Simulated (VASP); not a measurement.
# Ti (P-3m1) in VASP: further runs

The runs below take Ti through single point, with PBEsol.

Everything below comes from runs of VASP 6.6.1. Logs are shortened: lines on timing, memory, paths and dates and some standing lists are left out, and cuts for length are marked.

## Step 1: The cell of the first run

The structure is trigonal, space group P-3m1 (No. 164). The conventional cell has a = 2.950 Å, b = 2.950 Å, c = 4.686 Å, α = 90.00°, β = 90.00°, γ = 120.00°. Ti (site symmetry 3m) has 12 Ti at 2.55 to 3.27 Å within 3.4 Å.

## Step 2: Single point, PBEsol (atom 1 (Ti) moved by (+0.000, -0.450) A along y and z)

The input, INCAR:

```
SYSTEM = Ti
ALGO = Fast
EDIFF = 1E-6
ENCUT = 520
GGA = PS
ISIF = 2
ISMEAR = 0
LASPH = .TRUE.
LCHARG = .TRUE.
LELF = .TRUE.
LREAL = .FALSE.
LVHAR = .TRUE.
LWAVE = .FALSE.
NBANDS = 19
NELM = 60
PREC = Accurate
SIGMA = 0.15
```

The input, KPOINTS:

```
k-points
0
G
  18 18 10
  0 0 0
```

The input, POSCAR:

```
Ti
1.0
    2.9499978604      0.0000000000      0.0000000000
   -1.4749989302      2.5547730882      0.0000000000
    0.0000000000      0.0000000000      4.6860000000
Ti
2
Direct
    0.3333333333      0.6666666667      0.1539692702
    0.6666666667      0.3333333333      0.7500000000
```

Potentials or basis: VASP PAW PBE potentials, release 64 (Ti_sv).

Started as:

```sh
$ cat potpaw_PBE.64/Ti_sv/POTCAR > POTCAR
$ mpirun -np 1 vasp_std > vasp.out
```

OUTCAR:

```text
SYSTEM = Ti
   EDIFF = 1E-6
   ENCUT = 520
   GGA = PS
   ISIF = 2
   ISMEAR = 0
   LASPH = .TRUE.
   LREAL = .FALSE.
   NELM = 60
   PREC = Accurate

 ion  position               nearest neighbor table
   1  0.333  0.667  0.154-   2 2.55   2 2.55   2 2.55
   2  0.667  0.333  0.750-   1 2.55   1 2.55   1 2.55

  LATTYP: Found a hexagonal cell.
 ALAT       =     2.9499978604
 C/A-ratio  =     1.5884757284

  Lattice vectors:

 A1 = (   2.9499978604,   0.0000000000,   0.0000000000)
 A2 = (  -1.4749989302,   2.5547730882,   0.0000000000)
 A3 = (   0.0000000000,   0.0000000000,   4.6860000000)

Analysis of symmetry for initial positions (statically):
=====================================================================
 Subroutine PRICEL returns:
 Original cell was already a primitive cell.

 Routine SETGRP: Setting up the symmetry group for a
 hexagonal supercell.

 Subroutine GETGRP returns: Found 12 space group operations
 (whereof  6 operations were pure point group operations)
 out of a pool of 24 trial point group operations.

The static configuration has the point symmetry C_3v.
 The point group associated with its full space group is D_3d.

Analysis of symmetry for dynamics (positions and initial velocities):
=====================================================================
 Subroutine PRICEL returns:
 Original cell was already a primitive cell.

 Routine SETGRP: Setting up the symmetry group for a
 hexagonal supercell.

 Subroutine GETGRP returns: Found 12 space group operations
 (whereof  6 operations were pure point group operations)
 out of a pool of 24 trial point group operations.

The dynamic configuration has the point symmetry C_3v.
 The point group associated with its full space group is D_3d.

 Subroutine INISYM returns: Found 12 space group operations
 (whereof  6 operations are pure point group operations),
 and found     1 'primitive' translations

----------------------------------------------------------------------------------------

                                     Primitive cell

  volume of cell :      35.3164

  direct lattice vectors                    reciprocal lattice vectors
     2.949997860  0.000000000  0.000000000     0.338983297  0.195712098  0.000000000
    -1.474998930  2.554773088  0.000000000     0.000000000  0.391424195  0.000000000
     0.000000000  0.000000000  4.686000000     0.000000000  0.000000000  0.213401622

  length of vectors
     2.949997860  2.949997860  4.686000000     0.391424195  0.391424195  0.213401622

  position of ions in fractional coordinates (direct lattice)
     0.333333333  0.666666667  0.153969270
     0.666666667  0.333333333  0.750000000

  ion indices of the primitive-cell ions
   primitive index   ion index
                 1           1
                 2           2

----------------------------------------------------------------------------------------

 KPOINTS: k-points

Automatic generation of k-mesh.
 Grid dimensions read from file:
 generate k-points for:   18   18   10

 Generating k-lattice:

  Cartesian coordinates                     Fractional coordinates (reciprocal lattice)
     0.018832405  0.010872894  0.000000000     0.055555556  0.000000000  0.000000000
     0.000000000  0.021745789  0.000000000     0.000000000  0.055555556  0.000000000
     0.000000000  0.000000000  0.021340162     0.000000000  0.000000000  0.100000000

  Length of vectors
     0.021745789  0.021745789  0.021340162

  Shift w.r.t. Gamma in fractional coordinates (k-lattice)
     0.000000000  0.000000000  0.000000000

 Subroutine IBZKPT returns following result:
 ===========================================

 Found    330 irreducible k-points:

 Following reciprocal coordinates:
            Coordinates               Weight
  0.000000  0.000000  0.000000      1.000000
  0.055556  0.000000  0.000000      6.000000
  0.111111  0.000000  0.000000      6.000000
  0.166667  0.000000  0.000000      6.000000
  0.222222  0.000000  0.000000      6.000000
  0.277778  0.000000  0.000000      6.000000
[... 16 lines left out ...]
  0.333333  0.111111  0.000000     12.000000
  0.388889  0.111111  0.000000     12.000000
 [... further k-points ...]
   k-points           NKPTS =    330   k-points in BZ     NKDIM =    330   number of bands    NBANDS=     19
   number of dos      NEDOS =    301   number of ions     NIONS =      2
   total plane-waves  NPLWV =  20736
   dimension x,y,z NGX =    24 NGY =   24 NGZ =   36
   dimension x,y,z NGXF=    48 NGYF=   48 NGZF=   72
   ions per type =               2
   NGX,Y,Z   is equivalent  to a cutoff of  13.53, 13.53, 12.77 a.u.
   NGXF,Y,Z  is equivalent  to a cutoff of  27.05, 27.05, 25.54 a.u.
 SYSTEM =  Ti
   PREC   = accura    normal or accurate (medium, high low for compatibility)
   ISTART =      0    job   : 0-new  1-cont  2-samecut
   ICHARG =      2    charge: 1-file 2-atom 10-const
   ISPIN  =      1    spin polarized calculation?
   LNONCOLLINEAR =      F non collinear calculations
   LSORBIT =      F    spin-orbit coupling
   LASPH  =      T    aspherical Exc in radial PAW
   ENCUT  =  520.0 eV  38.22 Ry    6.18 a.u.   5.49  5.49  8.71*2*pi/ulx,y,z
   NELM   =     60;   NELMIN=  2; NELMDL= -5     # of ELM steps
   EDIFF  = 0.1E-05   stopping-criterion for ELM
   LREAL  =      F    real-space projection
   EDIFFG = 0.1E-04   stopping-criterion for IOM
   NSW    =      0    number of steps for IOM
   IBRION =     -1    ionic relax: 0-MD 1-quasi-New 2-CG
   NFREE  =      0    steps in history (QN), initial steepest desc. (CG)
   ISIF   =      2    stress and relaxation
   ISYM   =      2    0-nonsym 1-usesym 2-fastsym
   POTIM  = 0.5000    time-step for ionic-motion
   TEBEG  =    0.0;   TEEND  =   0.0 temperature during run
   PSTRESS=    0.0 pullay stress
   NELECT =      24.0000    total number of electrons
   NUPDOWN=      -1.0000    fix difference up-down
   EMIN   =  10.00;   EMAX   =-10.00  energy-range for DOS
   EFERMI =   0.00;   METHOD = LEGACY
   ISMEAR =     0;   SIGMA  =   0.15  broadening in eV -4-tet -1-fermi 0-gaus
   EFERMI_NEDOS =   21; number of points for ismear=-14 and -15
   IALGO  =     68    algorithm
   IMIX   =      4    mixing-type and parameters
     AMIX     =   0.40;   BMIX     =  1.00
     AMIX_MAG =   1.60;   BMIX_MAG =  1.00
  volume/ion in A,a.u.               =      17.66       119.16
  Fermi-wavevector in a.u.,A,eV,Ry     =   1.439306  2.719894 28.185854  2.071602
  Thomas-Fermi vector in A             =   2.558176
   LORBIT       =      0    0 simple, 1 ext, 2 COOP (PROOUT), +10 PAW based schemes
   GGA     = PS    functional components
   LHFCALC =     F    Hartree Fock is set to
   AEXX    =    0.0000 exact exchange contribution
   IVDW    =     0    specifies the selected vdW correction
   LEPSILON=     F    determine dielectric tensor
   LRPA    =     F    only Hartree local field effects (RPA)
 non-spin polarized calculation
 RMM-DIIS sequential band-by-band and
 Gauss-broadening in eV      SIGMA  =   0.15
  energy-cutoff  :      520.00
  volume of cell :       35.32
 maximum number of plane-waves:       980
 NGX is ok and might be reduce to    24
   NGX = 11   NGY = 11   NGZ = 17

 number of electron      24.0000001 magnetization

 Free energy of the ion-electron system (eV)
  ---------------------------------------------------
  ext. energy  EPLUGINS =         0.00000000
  ---------------------------------------------------
  free energy    TOTEN  =       -16.17425153 eV

  energy without entropy =      -16.14924056  energy(sigma->0) =      -16.16174604

 E-fermi :   7.9972     XC(G=0): -11.4640

 val. band max:        7.9967930507   @ k =  -0.1111   0.3889   0.1000
 cond. band min:       7.9984364033   @ k =   0.3889   0.2222   0.4000
 fundamental gap:      0.0016433526
 Fermi energy:         7.9971515721

 k-point     1 :       0.0000    0.0000    0.0000
  band No.  band energies     occupation
      1     -48.6654      2.00000
      2     -48.3806      2.00000
      3     -25.4256      2.00000
      4     -24.7141      2.00000
      5     -24.7141      2.00000
      6     -24.4869      2.00000
[... 11 lines left out ...]
     18      10.5458      0.00000
     19      11.5343      0.00000

 k-point     2 :       0.0556    0.0000    0.0000
  band No.  band energies     occupation
      1     -48.6614      2.00000
      2     -48.3804      2.00000
      3     -25.4203      2.00000
      4     -24.7381      2.00000
      5     -24.7200      2.00000
      6     -24.4963      2.00000
[... 11 lines left out ...]
     18      10.3190      0.00000
     19      11.5618      0.00000

 k-point     3 :       0.1111    0.0000    0.0000
  band No.  band energies     occupation
      1     -48.6497      2.00000
      2     -48.3800      2.00000
      3     -25.4050      2.00000
      4     -24.7998      2.00000
      5     -24.7365      2.00000
      6     -24.5313      2.00000
[... 11 lines left out ...]
     18      10.1968      0.00000
     19      11.6305      0.00000

 k-point     4 :       0.1667    0.0000    0.0000
  band No.  band energies     occupation
      1     -48.6313      2.00000
      2     -48.3799      2.00000
      3     -25.3825      2.00000
      4     -24.8836      2.00000
      5     -24.7610      2.00000
      6     -24.5818      2.00000
[... 11 lines left out ...]
     18      10.2538      0.00000
     19      11.7135      0.00000

 k-point     5 :       0.2222    0.0000    0.0000
  band No.  band energies     occupation
      1     -48.6076      2.00000
      2     -48.3808      2.00000
      3     -25.3567      2.00000
      4     -24.9775      2.00000
      5     -24.7900      2.00000
      6     -24.6374      2.00000
[... 11 lines left out ...]
     18      10.4159      0.00000
     19      11.7901      0.00000

 k-point     6 :       0.2778    0.0000    0.0000
  band No.  band energies     occupation
      1     -48.5806      2.00000
      2     -48.3834      2.00000
      3     -25.3334      2.00000
      4     -25.0717      2.00000
      5     -24.8197      2.00000
      6     -24.6857      2.00000
[... 11 lines left out ...]
     18      10.6791      0.00000
     19      11.8463      0.00000

 k-point     7 :       0.3333    0.0000    0.0000
  band No.  band energies     occupation
      1     -48.5527      2.00000
      2     -48.3884      2.00000
      3     -25.3177      2.00000
      4     -25.1568      2.00000
      5     -24.8469      2.00000
      6     -24.7161      2.00000
[... 11 lines left out ...]
     18      10.9956      0.00000
     19      11.8772      0.00000

 k-point     8 :       0.3889    0.0000    0.0000
  band No.  band energies     occupation
      1     -48.5270      2.00000
      2     -48.3954      2.00000
      3     -25.3116      2.00000
      4     -25.2242      2.00000
      5     -24.8685      2.00000
      6     -24.7239      2.00000
[... 256 lines left out ...]
 k-point    20 :       0.1667    0.1111    0.0000
  band No.  band energies     occupation
      1     -48.5979      2.00000
      2     -48.3815      2.00000
      3     -25.3468      2.00000
      4     -24.9902      2.00000
      5     -24.8432      2.00000
      6     -24.6220      2.00000
[... 11 lines left out ...]
     18      10.6277      0.00000
     19      11.7550      0.00000

 k-point    21 :       0.2222    0.1111    0.0000
  band No.  band energies     occupation
      1     -48.5719      2.00000
      2     -48.3847      2.00000
      3     -25.3253      2.00000
      4     -25.0705      2.00000
      5     -24.8836      2.00000
      6     -24.6566      2.00000
[... 11 lines left out ...]
     18      10.9470      0.00000
     19      11.7875      0.00000

 k-point    22 :       0.2778    0.1111    0.0000
  band No.  band energies     occupation
      1     -48.5448      2.00000
      2     -48.3902      2.00000
      3     -25.3101      2.00000
      4     -25.1462      2.00000
      5     -24.9126      2.00000
      6     -24.6838      2.00000
[... 11 lines left out ...]
     18      11.3419      0.00000
     19      11.8021      0.00000

 k-point    23 :       0.3333    0.1111    0.0000
  band No.  band energies     occupation
      1     -48.5195      2.00000
      2     -48.3979      2.00000
      3     -25.3022      2.00000
      4     -25.2085      2.00000
      5     -24.9300      2.00000
      6     -24.6982      2.00000
[... 11 lines left out ...]
     18      11.6825      0.00000
     19      11.8633      0.00000

 k-point    24 :       0.3889    0.1111    0.0000
  band No.  band energies     occupation
      1     -48.5000      2.00000
      2     -48.4059      2.00000
      3     -25.2984      2.00000
      4     -25.2507      2.00000
      5     -24.9389      2.00000
      6     -24.6999      2.00000
[... 11 lines left out ...]
     18      11.6743      0.00000
     19      12.2340      0.00000

 [... further k-points ...]

------------------------ aborting loop because EDIFF is reached ----------------------------------------

  FORCE on cell =-STRESS in cart. coord.  units (eV):
  Direction    XX          YY          ZZ          XY          YZ          ZX
  --------------------------------------------------------------------------------------
  -------------------------------------------------------------------------------------
  Total       -0.0216312     -0.0216312      1.6987968      0.0000000      0.0000000      0.0000000
  in kB       -0.9813277     -0.9813277     77.0682875      0.0000000      0.0000000      0.0000000
  external PRESSURE =      25.0352107 kB  Pullay stress =       0.0000000 kB

 VOLUME and BASIS-vectors are now :
 -----------------------------------------------------------------------------
  energy-cutoff  :      520.00
  volume of cell :       35.32
      direct lattice vectors                 reciprocal lattice vectors
     2.949997860  0.000000000  0.000000000     0.338983297  0.195712098  0.000000000
    -1.474998930  2.554773088  0.000000000     0.000000000  0.391424195  0.000000000
     0.000000000  0.000000000  4.686000000     0.000000000  0.000000000  0.213401622

 POSITION                                       TOTAL-FORCE (eV/Angst)
 -----------------------------------------------------------------------------------
     -0.00000      1.70318      0.72150         0.000000      0.000000      2.722612
      1.47500      0.85159      3.51450        -0.000000     -0.000000     -2.722612
 -----------------------------------------------------------------------------------
    total drift:                               -0.000000      0.000000      0.000019

  FREE ENERGIE OF THE ION-ELECTRON SYSTEM (eV)
  ---------------------------------------------------
  free  energy   TOTEN  =       -16.1742515256 eV

  energy  without entropy=      -16.1492405589  energy(sigma->0) =      -16.16174604
```

Run time: 8.3 min. Hardware: 1 thread of AMD EPYC 9R45 (Zen 5), shared host; peak memory 0.26 GiB.

What came out:

| Item | Value |
| --- | --- |
| Free energy | -16.1743 eV |
| Pressure | 2.5 GPa |
| Largest force | 2.723 eV/Å |
| Band gap on the k mesh | zero (bands 12 and 13 overlap by 0.65 eV) |

Forces on the atoms (eV/Å):
```
Ti   0.000  0.000  2.723
Ti   0.000  0.000 -2.723
```

Caveat: the cell differs from its parent crystal (atom 1 (Ti) moved by (+0.000, -0.450) A along y and z); the stress differs along the axes, from -0 to 8 GPa; the PAW data sets were made with another functional, which shifts forces and pressure a little.

## Step 3: Single point, PBEsol (atom 1 (Ti) moved by (+0.000, -0.225) A along y and z)

The input, INCAR:

```
PREC     = Accurate       # precision mode
ENCUT    = 520            # plane-wave cutoff, eV
EDIFF    = 1E-6           # SCF threshold, eV
ISMEAR   = 0              # smearing method
SIGMA    = 0.15           # smearing width, eV
LREAL    = F              # projectors in reciprocal space
LASPH    = T              # aspherical terms in the spheres
NELM     = 60             # most SCF steps
ALGO     = Fast           # electronic algorithm
ISIF     = 2              # what is computed and relaxed
LWAVE    = F              # write WAVECAR
LCHARG   = F              # write CHGCAR
GGA      = PS             # functional
NBANDS   = 19             # bands
```

The input, KPOINTS:

```
regular mesh
0
Gamma
  18 18 10
```

Changes to POSCAR since step 2:

```diff
@@ -8,3 +8,3 @@
 Direct
-    0.3333333333      0.6666666667      0.1539692702
+    0.3333333333      0.6666666667      0.2019846351
     0.6666666667      0.3333333333      0.7500000000
```

Potentials or basis: VASP PAW PBE potentials, release 64 (Ti_sv).

Started as:

```sh
$ cat potpaw_PBE.64/Ti_sv/POTCAR > POTCAR
$ mpirun -np 1 vasp_std > vasp.out
```

It took 8.5 min on 1 thread of AMD EPYC 9R45 (Zen 5), shared host; peak memory 0.26 GiB.

Results (log left out):

```
Free energy            : -16.5680 eV
Pressure               : -4.4 GPa
Largest force          : 0.914 eV/Å
Band gap on the k mesh : zero (bands 12 and 13 overlap by 1.00 eV)
```

Forces in eV/Å, atoms in the order of the input:
```
Ti   0.000  0.000  0.914
Ti   0.000  0.000 -0.914
```

Stress tensor (GPa, compression positive):
```
-4.98  0.00  0.00
 0.00 -4.98  0.00
 0.00  0.00 -3.18
```

Levels at points of the mesh, in eV from the Fermi level:
| k point | band 9 | band 10 | band 11 | band 12 | band 13 | band 14 | band 15 | band 16 |
| --- | --- | --- | --- | --- | --- | --- | --- | --- |
| (0.00, 0.00, 0.00) | -6.17 | -2.75 | 0.29 | 0.64 | 0.64 | 0.95 | 0.95 | 1.46 |
| (0.50, 0.00, 0.00) | -2.35 | -2.30 | -1.76 | -0.63 | 0.37 | 0.55 | 1.25 | 3.24 |
| (0.00, 0.00, 0.50) | -4.44 | -4.26 | -0.63 | 0.54 | 0.54 | 0.58 | 0.58 | 0.84 |
| (0.50, 0.00, 0.50) | -2.65 | -2.44 | -1.14 | -0.52 | 1.16 | 1.28 | 1.37 | 2.15 |

Caveat: the cell differs from its parent crystal (atom 1 (Ti) moved by (+0.000, -0.225) A along y and z); the cell stands under tension; the PAW data sets were made with another functional, which shifts forces and pressure a little.

The gap in the log of VASP goes by the Fermi energy; the results here count the filled bands.